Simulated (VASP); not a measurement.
Runs of VASP 6.6.1 on Hf. The structure is that of space group P6_3/mmc (No. 194), or close to it. The cells are those of the table. 

```csv
task,cell,cutoff (eV),smearing,gap on the mesh (eV),pressure (GPa),relaxed volume (Å³/atom)
relaxation of cell and atoms,"relaxed from a = 3.192, b = 3.192, c = 5.045 Å, angles 90.0, 90.0, 120.0°, 2 atoms",600,gaussian 0.1 eV,none,0.0,20.84
single point,"a = 3.116, b = 3.116, c = 4.960 Å, angles 90.0, 90.0, 120.0°, 2 atoms",520,fermi-dirac 0.15 eV,none,0.0,-
single point,"a = 3.118, b = 3.118, c = 4.947 Å, angles 90.0, 90.0, 120.0°, 2 atoms",520,gaussian 0.1 eV,none,0.1,-
relaxation of cell and atoms,"relaxed from a = 3.118, b = 3.118, c = 4.947 Å, angles 90.0, 90.0, 120.0°, 2 atoms",600,fermi-dirac 0.15 eV,none,0.0,(a)
```

Alike in all rows: level LDA; potentials or basis VASP PAW LDA potentials, release 64 (Hf_pv); no spin polarisation; k mesh 12 × 12 × 8.

Task: Fill in the values left out.

Result: (a) 20.87.

Caveats: spin-orbit coupling is left out, which moves the levels of the heavy elements.

A k mesh can miss the band edges, and the runs leave out spin-orbit coupling on Hf.

A gap of «none» marks levels without a gap at the run's occupations.
